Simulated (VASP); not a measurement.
A run of VASP 6.6.1 is set up as follows.

File INCAR:

```
PREC = Accurate
ENCUT = 500
EDIFF = 1E-6
ISMEAR = 0
SIGMA = 0.1
LREAL = False
LASPH = True
NELM = 120
ALGO = Normal
ISIF = 2
LWAVE = False
LCHARG = False
NBANDS = 49
GGA_COMPAT = False
```

File KPOINTS:

```
Automatic mesh
0
Gamma
  9 9 8
```

File POSCAR:

```
Ti3Al
1.0
    5.6748259237      0.0000000000      0.0000000000
   -2.8374129618      4.9145434120      0.0000000000
    0.0000000000      0.0000000000      4.6061072508
Ti Al
6 2
Direct
    0.8302959158      0.6605918317      0.2500000000
    0.1697040842      0.8302959158      0.7500000000
    0.3394081683      0.1697040842      0.2500000000
    0.1697040842      0.3394081683      0.7500000000
    0.8302959158      0.1697040842      0.2500000000
    0.6605918317      0.8302959158      0.7500000000
    0.3333333333      0.6666666667      0.2500000000
    0.6666666667      0.3333333333      0.7500000000
```

Potentials or basis: VASP PAW LDA potentials, release 64 (Ti_sv, Al).

Command:

```bash
$ cat potpaw_LDA.64/Ti_sv/POTCAR potpaw_LDA.64/Al/POTCAR > POTCAR
$ mpirun -np 1 vasp_std > vasp.out
```

(1) What does it give for the band gap on the k mesh?

(2) What does it give for the largest force?

(3) What does it give for the pressure?

Answers

(1) zero (bands 39 and 40 overlap by 0.27 eV).

(2) 0.007 eV/Å.

(3) -3.5 GPa.

Caveat: the cell stands under tension.
